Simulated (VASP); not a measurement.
Crystal: AlFe.

```
CELL_PARAMETERS angstrom
2.91000 0.00000 0.00000
0.00000 2.91000 0.00000
0.00000 0.00000 2.91000
ATOMIC_POSITIONS crystal
Fe 0.50000 0.50000 0.50000
Al 0.00000 0.00000 0.00000
```

Program: VASP 6.6.1. Alike in all runs: task single point; potentials or basis VASP PAW PBE potentials, release 64 (Fe, Al); cell as given.

Q: Order these runs on this cell by their pressure, lowest first.
A. level PBEsol; spin collinear, zero start; fixed moment (μB) 0.0; k mesh 8 × 8 × 8; cutoff (eV) 520; smearing fermi-dirac 0.05 eV
B. level PBE; spin collinear, ferromagnetic start; k mesh 9 × 9 × 9; cutoff (eV) 520; smearing gaussian 0.011 eV
C. level PBEsol; spin collinear, ferromagnetic start; fixed moment (μB) 3.0; k mesh 8 × 8 × 8; cutoff (eV) 520; smearing fermi-dirac 0.05 eV
D. level r2SCAN0; spin collinear, ferromagnetic start; k mesh 5 × 5 × 5; cutoff (eV) 580; smearing fermi-dirac 0.05 eV; grid for exact exchange (PRECFOCK) Normal; share of exact exchange 0.25
E. level PBEsol; spin collinear, ferromagnetic start; fixed moment (μB) 6.0; k mesh 8 × 8 × 8; cutoff (eV) 520; smearing fermi-dirac 0.05 eV

A: D (-13.9 GPa), A (-11.7 GPa), B (-6.3 GPa), C (11.7 GPa), E (75.6 GPa).

Caveats: some runs use coarse meshes; the PAW data sets were made with another functional, which shifts forces and pressure a little (at least some runs); the total moment is fixed, so each spin has its own Fermi level (at least some runs); the cell stands under tension (at least some runs); the cell stands under pressure (at least some runs).
